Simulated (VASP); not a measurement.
# CdI2 (P-3m1) in VASP: further runs

The runs below take CdI2 through single point, with HSE06.

Everything below comes from runs of VASP 6.6.1. Logs are shortened: lines on timing, memory, paths and dates and some standing lists are left out, and cuts for length are marked.

## 1. The cell of the first run

The structure is trigonal, space group P-3m1 (No. 164). The conventional cell has a = 4.205 Å, b = 4.205 Å, c = 6.940 Å, α = 90.00°, β = 90.00°, γ = 120.00°. Within 3.9 Å of Cd (site symmetry -3m) lie 6 I at 2.99 Å. I (site symmetry 3m) has 3 Cd at 2.99 Å within 3.9 Å.

## 2. Single point, HSE06 (epitaxial xy strain -1.0%)

The input, POSCAR:

```
CdI2
1.0
    4.2045386411      0.0000000000      0.0000000000
   -2.1022693205      3.6412372744      0.0000000000
    0.0000000000      0.0000000000      6.9403280836
Cd I
1 2
Direct
    0.0000000000      0.0000000000      0.0000000000
    0.3333333333      0.6666666667      0.2504053020
    0.6666666667      0.3333333333      0.7495946980
```

The input, INCAR.step1:

```
SYSTEM = CdI2
ALGO = Normal ; EDIFF = 1E-5
ENCUT = 400 ; GGA = PE
GGA_COMPAT = .FALSE. ; ISIF = 2
ISMEAR = 0 ; KPAR = 4
LASPH = .TRUE. ; LCHARG = .FALSE.
LREAL = .FALSE. ; LWAVE = .TRUE.
NBANDS = 20 ; NELM = 120
PREC = Accurate ; SIGMA = 0.01
```

The input, INCAR.step2:

```
SYSTEM = CdI2
ALGO = Normal ; EDIFF = 1E-6
ENCUT = 400 ; GGA = PE
GGA_COMPAT = .FALSE. ; HFSCREEN = 0.2079
ISIF = 2 ; ISMEAR = 0
ISTART = 1 ; KPAR = 4
LASPH = .TRUE. ; LCHARG = .FALSE.
LHFCALC = .TRUE. ; LREAL = .FALSE.
LWAVE = .FALSE. ; NBANDS = 20
NELM = 120 ; PREC = Accurate
PRECFOCK = Normal ; SIGMA = 0.01
```

The input, KPOINTS:

```
k-points
0
G
  6 6 4
  0 0 0
```

Potentials or basis: VASP PAW PBE potentials, release 64 (Cd, I).

Launch:

```console
$ cat potpaw_PBE.64/Cd/POTCAR potpaw_PBE.64/I/POTCAR > POTCAR
$ cp INCAR.step1 INCAR
$ mpirun -np 4 vasp_std > vasp.out
$ cp INCAR.step2 INCAR
$ mpirun -np 4 vasp_std > vasp.out
```

OUTCAR:

```text
SYSTEM = CdI2
   EDIFF = 1E-6
   ENCUT = 400
   GGA = PE
   HFSCREEN = 0.2079
   ISIF = 2
   ISMEAR = 0
   ISTART = 1
   LASPH = .TRUE.
   LHFCALC = .TRUE.
   LREAL = .FALSE.
   NELM = 120
   PREC = Accurate
   PRECFOCK = Normal

 ion  position               nearest neighbor table
   1  0.000  0.000  0.000-   2 2.99   3 2.99   2 2.99   3 2.99   3 2.99   2 2.99
   2  0.333  0.667  0.250-   1 2.99   1 2.99   1 2.99
   3  0.667  0.333  0.750-   1 2.99   1 2.99   1 2.99

  LATTYP: Found a hexagonal cell.
 ALAT       =     4.2045386411
 C/A-ratio  =     1.6506753002

  Lattice vectors:

 A1 = (   4.2045386411,   0.0000000000,   0.0000000000)
 A2 = (  -2.1022693205,   3.6412372744,   0.0000000000)
 A3 = (   0.0000000000,   0.0000000000,   6.9403280836)

Analysis of symmetry for initial positions (statically):
=====================================================================
 Subroutine PRICEL returns:
 Original cell was already a primitive cell.

 Routine SETGRP: Setting up the symmetry group for a
 hexagonal supercell.

 Subroutine GETGRP returns: Found 12 space group operations
 (whereof 12 operations were pure point group operations)
 out of a pool of 24 trial point group operations.

The static configuration has the point symmetry D_3d.

Analysis of symmetry for dynamics (positions and initial velocities):
=====================================================================
 Subroutine PRICEL returns:
 Original cell was already a primitive cell.

 Routine SETGRP: Setting up the symmetry group for a
 hexagonal supercell.

 Subroutine GETGRP returns: Found 12 space group operations
 (whereof 12 operations were pure point group operations)
 out of a pool of 24 trial point group operations.

The dynamic configuration has the point symmetry D_3d.

 Subroutine INISYM returns: Found 12 space group operations
 (whereof 12 operations are pure point group operations),
 and found     1 'primitive' translations

----------------------------------------------------------------------------------------

                                     Primitive cell

  volume of cell :     106.2545

  direct lattice vectors                    reciprocal lattice vectors
     4.204538641  0.000000000  0.000000000     0.237838223  0.137315962  0.000000000
    -2.102269321  3.641237274  0.000000000     0.000000000  0.274631924  0.000000000
     0.000000000  0.000000000  6.940328084     0.000000000  0.000000000  0.144085407

  length of vectors
     4.204538641  4.204538641  6.940328084     0.274631924  0.274631924  0.144085407

  position of ions in fractional coordinates (direct lattice)
     0.000000000  0.000000000  0.000000000
     0.333333333  0.666666667  0.250405302
     0.666666667  0.333333333  0.749594698

  ion indices of the primitive-cell ions
   primitive index   ion index
                 1           1
                 2           2
                 3           3

----------------------------------------------------------------------------------------

 KPOINTS: k-points

Automatic generation of k-mesh.
 Grid dimensions read from file:
 generate k-points for:    6    6    4

 Generating k-lattice:

  Cartesian coordinates                     Fractional coordinates (reciprocal lattice)
     0.039639704  0.022885994  0.000000000     0.166666667  0.000000000  0.000000000
     0.000000000  0.045771987  0.000000000     0.000000000  0.166666667  0.000000000
     0.000000000  0.000000000  0.036021352     0.000000000  0.000000000  0.250000000

  Length of vectors
     0.045771987  0.045771987  0.036021352

  Shift w.r.t. Gamma in fractional coordinates (k-lattice)
     0.000000000  0.000000000  0.000000000

 Subroutine IBZKPT returns following result:
 ===========================================

 Found     24 irreducible k-points:

 Following reciprocal coordinates:
            Coordinates               Weight
  0.000000  0.000000  0.000000      1.000000
  0.166667  0.000000  0.000000      6.000000
  0.333333  0.000000  0.000000      6.000000
  0.500000 -0.000000  0.000000      3.000000
  0.166667  0.166667  0.000000      6.000000
  0.333333  0.166667  0.000000     12.000000
[... 16 lines left out ...]
  0.333333  0.166667  0.500000     12.000000
  0.333333  0.333333  0.500000      2.000000
   k-points           NKPTS =     24   k-points in BZ     NKDIM =    144   number of bands    NBANDS=     20
   number of dos      NEDOS =    301   number of ions     NIONS =      3
   total plane-waves  NPLWV =  37632
   dimension x,y,z NGX =    28 NGY =   28 NGZ =   48
   dimension x,y,z NGXF=    56 NGYF=   56 NGZF=   96
   ions per type =               1   2
   NGX,Y,Z   is equivalent  to a cutoff of  11.07, 11.07, 11.50 a.u.
   NGXF,Y,Z  is equivalent  to a cutoff of  22.14, 22.14, 23.00 a.u.
 SYSTEM =  CdI2
   PREC   = accura    normal or accurate (medium, high low for compatibility)
   ISTART =      1    job   : 0-new  1-cont  2-samecut
   ICHARG =      0    charge: 1-file 2-atom 10-const
   ISPIN  =      1    spin polarized calculation?
   LNONCOLLINEAR =      F non collinear calculations
   LSORBIT =      F    spin-orbit coupling
   LASPH  =      T    aspherical Exc in radial PAW
   ENCUT  =  400.0 eV  29.40 Ry    5.42 a.u.   6.86  6.86 11.32*2*pi/ulx,y,z
   NELM   =    120;   NELMIN=  2; NELMDL=  0     # of ELM steps
   EDIFF  = 0.1E-05   stopping-criterion for ELM
   LREAL  =      F    real-space projection
   EDIFFG = 0.1E-04   stopping-criterion for IOM
   NSW    =      0    number of steps for IOM
   IBRION =     -1    ionic relax: 0-MD 1-quasi-New 2-CG
   NFREE  =      0    steps in history (QN), initial steepest desc. (CG)
   ISIF   =      2    stress and relaxation
   ISYM   =      3    0-nonsym 1-usesym 2-fastsym
   POTIM  = 0.5000    time-step for ionic-motion
   TEBEG  =    0.0;   TEEND  =   0.0 temperature during run
   PSTRESS=    0.0 pullay stress
   NELECT =      26.0000    total number of electrons
   NUPDOWN=      -1.0000    fix difference up-down
   EMIN   =  10.00;   EMAX   =-10.00  energy-range for DOS
   EFERMI =   0.00;   METHOD = LEGACY
   ISMEAR =     0;   SIGMA  =   0.01  broadening in eV -4-tet -1-fermi 0-gaus
   EFERMI_NEDOS =   21; number of points for ismear=-14 and -15
   IALGO  =     38    algorithm
   IMIX   =      1    mixing-type and parameters
     AMIX     =   0.40;   BMIX     =  1.00
     AMIX_MAG =   1.60;   BMIX_MAG =  1.00
  volume/ion in A,a.u.               =      35.42       239.01
  Fermi-wavevector in a.u.,A,eV,Ry     =   1.023961  1.935006 14.265662  1.048497
  Thomas-Fermi vector in A             =   2.157723
   LORBIT       =      0    0 simple, 1 ext, 2 COOP (PROOUT), +10 PAW based schemes
   GGA     = PE    functional components
   LHFCALC =     T    Hartree Fock is set to
   PRECFOCK=normal    Normal, Fast or Accurate (Low or Medium for compatibility)
   ENCUT4O =  -1.0   cutoff for four orbital integrals eV
   NKREDX  =     1    reduce k-point grid by
   NKREDY  =     1    reduce k-point grid by
   NKREDZ  =     1    reduce k-point grid by
   AEXX    =    0.2500 exact exchange contribution
   HFSCREEN=    0.2079 screening length (either q_TF or 0.3 A-1)
   HFSCREENC=   0.2079 screening length for correlation (either q_TF or 0.3 A-1)
   ENCUTFOCK=  -1.0 apply spherical cutoff to Coloumb kernel
   IVDW    =     0    specifies the selected vdW correction
   LEPSILON=     F    determine dielectric tensor
   LRPA    =     F    only Hartree local field effects (RPA)
 non-spin polarized calculation
 Gauss-broadening in eV      SIGMA  =   0.01
  energy-cutoff  :      400.00
  volume of cell :      106.25
 maximum number of plane-waves:      1953
  NGX = 24; NGY = 24; NGZ = 36

 number of electron      26.0000003 magnetization

 Free energy of the ion-electron system (eV)
  ---------------------------------------------------
  ext. energy  EPLUGINS =         0.00000000
  ---------------------------------------------------
  free energy    TOTEN  =        -7.05971052 eV

  energy without entropy =       -7.05971052  energy(sigma->0) =       -7.05971052

 E-fermi :   1.5147     XC(G=0):  -7.1841

 val. band max:        1.4676403929   @ k =   0.0000   0.0000   0.5000
 cond. band min:       4.7379930372   @ k =   0.5000  -0.0000   0.5000
 fundamental gap:      3.2703526444
 Fermi energy:         1.5146946982

 k-point     1 :       0.0000    0.0000    0.0000
  band No.  band energies     occupation
      1     -11.7696      2.00000
      2     -10.9948      2.00000
      3      -7.4396      2.00000
      4      -7.4396      2.00000
      5      -7.2970      2.00000
      6      -7.2221      2.00000
[... 12 lines left out ...]
     19      11.7178      0.00000
     20      11.7350      0.00000

 k-point     2 :       0.1667    0.0000    0.0000
  band No.  band energies     occupation
      1     -11.6146      2.00000
      2     -10.9732      2.00000
      3      -7.4223      2.00000
      4      -7.3642      2.00000
      5      -7.2699      2.00000
      6      -7.2263      2.00000
[... 12 lines left out ...]
     19      10.6783      0.00000
     20      11.6625      0.00000

 k-point     3 :       0.3333    0.0000    0.0000
  band No.  band energies     occupation
      1     -11.2587      2.00000
      2     -10.9408      2.00000
      3      -7.4050      2.00000
      4      -7.3012      2.00000
      5      -7.2208      2.00000
      6      -7.1828      2.00000
[... 12 lines left out ...]
     19      11.1086      0.00000
     20      11.6616      0.00000

 k-point     4 :       0.5000   -0.0000    0.0000
  band No.  band energies     occupation
      1     -11.0037      2.00000
      2     -10.9785      2.00000
      3      -7.4041      2.00000
      4      -7.3105      2.00000
      5      -7.2084      2.00000
      6      -7.1570      2.00000
[... 429 lines left out ...]
 k-point    23 :       0.3333    0.1667    0.5000
  band No.  band energies     occupation
      1     -11.0316      2.00000
      2     -10.9488      2.00000
      3      -7.3508      2.00000
      4      -7.2826      2.00000
      5      -7.2072      2.00000
      6      -7.1736      2.00000
[... 12 lines left out ...]
     19      10.6520      0.00000
     20      12.1114      0.00000

 k-point    24 :       0.3333    0.3333    0.5000
  band No.  band energies     occupation
      1     -10.9357      2.00000
      2     -10.9357      2.00000
      3      -7.2487      2.00000
      4      -7.2487      2.00000
      5      -7.1906      2.00000
      6      -7.1655      2.00000
[... 12 lines left out ...]
     19      11.5973      0.00000
     20      11.5975      0.00000

------------------------ aborting loop because EDIFF is reached ----------------------------------------

  FORCE on cell =-STRESS in cart. coord.  units (eV):
  Direction    XX          YY          ZZ          XY          YZ          ZX
  --------------------------------------------------------------------------------------
  -------------------------------------------------------------------------------------
  Total        0.8261697      0.8261697      0.3907475      0.0000000      0.0000000      0.0000000
  in kB       12.4575459     12.4575459      5.8919554      0.0000000      0.0000000      0.0000000
  external PRESSURE =      10.2690157 kB  Pullay stress =       0.0000000 kB

 VOLUME and BASIS-vectors are now :
 -----------------------------------------------------------------------------
  energy-cutoff  :      400.00
  volume of cell :      106.25
      direct lattice vectors                 reciprocal lattice vectors
     4.204538641  0.000000000  0.000000000     0.237838223  0.137315962  0.000000000
    -2.102269321  3.641237274  0.000000000     0.000000000  0.274631924  0.000000000
     0.000000000  0.000000000  6.940328084     0.000000000  0.000000000  0.144085407

 POSITION                                       TOTAL-FORCE (eV/Angst)
 -----------------------------------------------------------------------------------
      0.00000      0.00000      0.00000        -0.000000      0.000000      0.000000
     -0.00000      2.42749      1.73789         0.000000      0.000000     -0.062041
      2.10227      1.21375      5.20243         0.000000      0.000000      0.062041
 -----------------------------------------------------------------------------------
    total drift:                                0.000000      0.000000     -0.000009

  FREE ENERGIE OF THE ION-ELECTRON SYSTEM (eV)
  ---------------------------------------------------
  free  energy   TOTEN  =        -7.0597105179 eV

  energy  without entropy=       -7.0597105179  energy(sigma->0) =       -7.05971052
```

Run time: 29 min. Hardware: 4 MPI ranks of Intel Xeon Platinum 8259CL at 2.50GHz (Skylake/Cascade Lake), shared host; peak memory 0.33 GiB.

What came out:

| Item | Value |
| --- | --- |
| Free energy | -7.0597 eV |
| Pressure | 1.0 GPa |
| Largest force | 0.062 eV/Å |
| Band gap on the k mesh | 3.27 eV (least direct gap 3.64 eV) |

Forces in eV/Å, atoms in the order of the input:
```
Cd   0.000  0.000  0.000
I    0.000  0.000 -0.062
I    0.000  0.000  0.062
```

Caveat: the cell differs from its parent crystal (epitaxial xy strain -1.0%); the PAW data sets were made with another functional, which shifts forces and pressure a little; spin-orbit coupling is left out, which moves the levels of the heavy elements; this functional lacks dispersion, which binds the layers, so the pressure and a relaxed spacing across them are unreliable. A k mesh can miss the band edges.

(Part 1 of 2 ends here.)
